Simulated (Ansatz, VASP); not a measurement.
**MgO: VASP beside Ansatz**

```
Mg O
1.0
     0.00000    2.09700    2.09700
     2.09700    0.00000    2.09700
     2.09700    2.09700    0.00000
Mg O
1 1
Direct
  0.00000 0.00000 0.00000
  0.50000 0.50000 0.50000
```

Alike in both runs: task relaxation of cell and atoms; functional RPBE; dispersion D4; k mesh 11 × 11 × 11; occupations fermi-dirac, width 0.05 eV; no spin polarisation.

|  | VASP | Ansatz |
| --- | --- | --- |
| version | VASP 6.6.1 | Ansatz 0.2.0 |
| potentials or method | VASP PAW PBE potentials, release 64 (Mg, O), cutoff 600 eV | all-electron LAPW, scalar-relativistic |

Ansatz gave:

```
relaxed volume (Å³/atom)                                     : 9.47
relaxed cell length with the largest relative difference (Å) : 2.992
```

Task: Which values does VASP return?

Result: Relaxed volume (Å³/atom): 9.40; relaxed cell length with the largest relative difference (Å): 2.985.

VASP's potentials were made for PBE, not for RPBE. Ansatz ran all-electron here, and VASP with PAW potentials.
